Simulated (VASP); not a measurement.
Write the native input for VASP 6.6.1 that does the following.

```
Task                   : single point
Functional             : PBE
Potentials or basis    : VASP PAW PBE potentials, release 64 (Pb_d, Te)
Cutoff                 : 500 eV
k mesh                 : 4 × 4 × 4
Occupations            : gaussian, width 0.05 eV
Spin                   : no spin polarisation
Dipole correction      : no
Further INCAR settings : ALGO = Normal; EDIFF = 1e-06; NBANDS = 17
```

The structure of TePb lies in POSCAR:

```
TePb
1.0
    4.1222809220      0.0000000000      0.0000000000
    0.0000000000      4.1222809220      0.0000000000
    0.0000000000      0.0000000000      4.1222809220
Pb Te
1 1
Direct
    0.0000000000      0.0000000000      0.0000000000
    0.5000000000      0.5000000000      0.5000000000
```

These files were run (other wordings do the same):

INCAR

```
ALGO = Normal ; EDIFF = 1E-6
ENCUT = 500 ; GGA = PE
GGA_COMPAT = False ; ISIF = 2
ISMEAR = 0 ; LASPH = True
LCHARG = True ; LELF = True
LREAL = False ; LVHAR = True
LWAVE = False ; NBANDS = 17
NELM = 120 ; PREC = Accurate
SIGMA = 0.05
```

KPOINTS

```
k-points
0
Gamma
  4 4 4
```

Potentials or basis: VASP PAW PBE potentials, release 64 (Pb_d, Te).

Launch:

```sh
$ cat potpaw_PBE.64/Pb_d/POTCAR potpaw_PBE.64/Te/POTCAR > POTCAR
$ mpirun -np 1 vasp_std > vasp.out
```

It gave:

```json
{
 "Pressure": "-2.4 GPa",
 "Band gap on the k mesh": "zero (band 10 reaches 5.67 eV, above the bottom of band 11 at 4.61 eV)"
}
```

Caveat: the k points lie up to 0.38 Å⁻¹ apart; spin-orbit coupling is left out, which moves the levels of the heavy elements.

Wall time 25 s on 1 thread of Intel Xeon 8259CL (shared host), peak memory 0.17 GiB.
